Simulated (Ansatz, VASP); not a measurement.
## Pt2Cl in VASP and in Ansatz

```
Pt Cl
1.0
     4.73127    0.00000    0.00000
    -2.36563    4.09740    0.00000
     0.00000    0.00000    2.65738
Pt Cl
2 1
Direct
  0.33333 0.66667 0.50000
  0.66667 0.33333 0.50000
  0.00000 0.00000 0.00000
```

Alike in both runs: functional PBE; k mesh 6 × 6 × 4; occupations gaussian, width 0.1 eV; collinear spin.

Ansatz relaxed the structure, and its values are those at the end. VASP's run is a single point on that final structure, the one shown.

|  | VASP | Ansatz |
| --- | --- | --- |
| version | VASP 6.6.1 | Ansatz 0.2.0 |
| potentials or method | VASP PAW PBE potentials, release 64 (Pt, Cl), cutoff 520 eV | scalar-relativistic, plane waves, PAW |
| valence electrons in the cell | 27 | 43 |

|  | VASP | Ansatz | Ansatz less VASP |
| --- | --- | --- | --- |
| gap on the k mesh at the Fermi level (eV) | none | none | - |
| pressure (GPa) | -0.2 | 0.1 | +0.27 |
| net moment per atom (μB) | 0.00 | 0.00 | 0.000 |

A gap of «none» marks a metal or a gap that the smearing closes. With one functional, cell and mesh, what is left measures potentials, basis and numerics. VASP's potentials hold 27 valence electrons a cell and Ansatz's 43, so a difference there can come from the potentials and not from the codes. Ansatz's warnings: seeded moment not kept.

The k mesh is coarse, so the values compare programs but aren't converged. Spin-orbit coupling is off throughout.
